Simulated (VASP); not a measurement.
The system is PbF2 (CdI2 type).

```
Pb F
1.0
     3.24559    0.00000    0.00000
    -1.62280    2.81076    0.00000
     0.00000    0.00000    5.19295
Pb F
1 2
Cartesian
  0.0000 0.0000 0.0000
  0.0000 1.8738 1.2982
  1.6228 0.9369 3.8947
```

* Program: VASP 6.6.1
* Task: relaxation of cell and atoms
* Functional: PBE
* Potentials or basis: VASP PAW PBE potentials, release 64 (Pb_d, F)
* Cutoff: 600 eV
* k mesh: 14 × 14 × 8
* Occupations: fermi-dirac, width 0.05 eV
* Spin: no spin polarisation

At the start: pressure 33.7 GPa; volume 15.79 Å³/atom.

Where does the relaxation end?

Over 27 steps the energy falls by 603.8 meV/atom and the volume is 20.65 Å³/atom (+30.8 %); space group P-3m1 (No. 164, to 0.1 Å) before and after.

The path:
| step | energy change (eV) | largest force (eV/Å) | pressure (GPa) | volume (Å³) |
| --- | --- | --- | --- | --- |
| 1 | 0.0000 | 2.2989 | 33.73 | 47.37 |
| 2 | -0.9016 | 1.8014 | -8.99 | 73.86 |
| 3 | -1.3581 | 0.9194 | 0.07 | 61.41 |
| 4 | -1.3579 | 0.9542 | -0.27 | 61.72 |
| 5 | -1.5596 | 0.7620 | -0.74 | 62.69 |
| 6 | -1.7534 | 0.4150 | -4.03 | 64.46 |
| 7 | -1.7548 | 0.4703 | -3.24 | 64.23 |
| 8 | -1.7914 | 0.0990 | 2.53 | 59.44 |
| 9 | -1.8024 | 0.0963 | 0.46 | 60.94 |
| 10 | -1.8079 | 0.0658 | 0.25 | 61.01 |
| 11 | -1.8111 | 0.0230 | -0.11 | 61.09 |
| 12 | -1.8111 | 0.0072 | 0.17 | 60.90 |
| 13 | -1.8112 | 0.0079 | 0.04 | 60.99 |
| 14 | -1.8112 | 0.0070 | 0.02 | 61.03 |
| 15 | -1.8113 | 0.0052 | 0.01 | 61.15 |
| 16 | -1.8114 | 0.0013 | -0.01 | 61.40 |
| 17 | -1.8114 | 0.0058 | -0.07 | 61.90 |
| 18 | -1.8114 | 0.0032 | -0.04 | 61.68 |
| 19 | -1.8115 | 0.0092 | 0.04 | 61.68 |
| 20 | -1.8115 | 0.0091 | 0.06 | 61.68 |
| 21 | -1.8115 | 0.0095 | 0.06 | 61.68 |
| 22 | -1.8115 | 0.0065 | 0.05 | 61.76 |
| 23 | -1.8115 | 0.0030 | 0.05 | 61.88 |
| 24 | -1.8114 | 0.0053 | 0.00 | 62.13 |
| 25 | -1.8115 | 0.0022 | 0.05 | 61.92 |
| 26 | -1.8115 | 0.0065 | -0.09 | 62.01 |
| 27 | -1.8115 | 0.0011 | 0.00 | 61.95 |

Final structure:
```yaml
crystal:
  lattice:
    - [3.89976, 0.00000, 0.00000]
    - [-1.94988, 3.37729, 0.00000]
    - [0.00000, 0.00000, 4.70375]
  atoms:
    - { symbol: Pb, position: [0.00000, 0.00000, 0.00000] }
    - { symbol: F, position: [0.33333, 0.66667, 0.22560] }
    - { symbol: F, position: [0.66667, 0.33333, 0.77440] }
```

Caveat: the volume moved by over 15 % at a fixed basis, so the end points are rough.
